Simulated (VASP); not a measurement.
Write the native input for VASP 6.6.1 that does the following.

| Item | Value |
| --- | --- |
| Task | single point |
| Functional | PBE |
| Dispersion | D3(BJ) |
| Potentials or basis | VASP PAW PBE potentials, release 64 (S, W_sv) |
| Cutoff | 520 eV |
| k mesh | 9 × 9 × 1 |
| Occupations | gaussian, width 0.05 eV |
| Spin | no spin polarisation |
| Dipole correction | yes |
| Further INCAR settings | ALGO = Normal; EDIFF = 1e-07; NBANDS = 35 |

The structure of WS2 lies in POSCAR:

```
WS2
1.0
    3.1595457497      0.0000000000      0.0000000000
   -1.5797728749      2.7362468836      0.0000000000
    0.0000000000      0.0000000000     23.8042575719
S W
4 2
Direct
    0.3333333333      0.6666666667      0.1890418126
    0.3333333333      0.6666666667      0.3214605103
    0.3333333333      1.1666666667      0.4596710800
    0.3333333333      1.1666666667      0.5920897776
    0.6666666667      0.3333333333      0.2552511581
    0.6666666667      0.8333333333      0.5258804254
```

This cell differs from its parent crystal: layers slid over each other.

The input as run:

INCAR

```
PREC     = Accurate       # precision mode
ENCUT    = 520            # plane-wave cutoff, eV
EDIFF    = 1E-7           # SCF threshold, eV
ISMEAR   = 0              # smearing method
SIGMA    = 0.05           # smearing width, eV
LREAL    = False          # projectors in reciprocal space
LASPH    = True           # aspherical terms in the spheres
NELM     = 80             # most SCF steps
ALGO     = Normal         # electronic algorithm
ISIF     = 2              # what is computed and relaxed
LWAVE    = False          # write WAVECAR
LCHARG   = False          # write CHGCAR
LDIPOL   = True         
IDIPOL   = 3            
DIPOL    = 0.5 0.5 0.391
GGA      = PE             # functional
IVDW     = 12             # dispersion correction
NBANDS   = 35             # bands
```

KPOINTS

```
Automatic mesh
0
Gamma
  9 9 1
```

Potentials or basis: VASP PAW PBE potentials, release 64 (S, W_sv).

The run is started by

```sh
$ cat potpaw_PBE.64/S/POTCAR potpaw_PBE.64/W_sv/POTCAR > POTCAR
$ mpirun -np 1 vasp_std > vasp.out
```

Results of the run:

| Item | Value |
| --- | --- |
| Largest force | 0.049 eV/Å |
| Band gap on the k mesh | 1.69 eV (least direct gap 1.91 eV) |
| Dispersion energy per atom | -0.357 eV |

Caveat: the cell differs from its parent crystal (layers slid over each other); spin-orbit coupling is left out, which moves the levels of the heavy elements.

It took 2.7 min on 1 thread of AMD EPYC 9R45 96-Core Processor (Zen 5), with other jobs on the host, peak memory 0.36 GiB.
